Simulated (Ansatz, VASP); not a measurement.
## Two plane-wave programs on KCl

```
K Cl
1.0
     0.00000    3.18918    3.18918
     3.18918    0.00000    3.18918
     3.18918    3.18918    0.00000
K Cl
1 1
Direct
  0.00000 0.00000 0.00000
  0.50000 0.50000 0.50000
```

Alike in both runs: functional PBE; k mesh 6 × 6 × 6; occupations gaussian, width 0.02 eV; no spin polarisation.

Ansatz relaxed the structure, and its values are those at the end. VASP's run is a single point on that final structure, the one shown.

|  | VASP | Ansatz |
| --- | --- | --- |
| version | VASP 6.6.1 | Ansatz 0.2.0 |
| potentials or method | VASP PAW PBE potentials, release 64 (K_sv, Cl), cutoff 520 eV | scalar-relativistic, plane waves, PAW |
| valence electrons in the cell | 16 | 16 |

```csv
,VASP,Ansatz,Ansatz less VASP
gap on the k mesh at the Fermi level (eV),5.05,5.05,+0.002
least direct gap on the mesh (eV),5.05,5.05,+0.002
pressure (GPa),0.0,0.0,-0.02
```
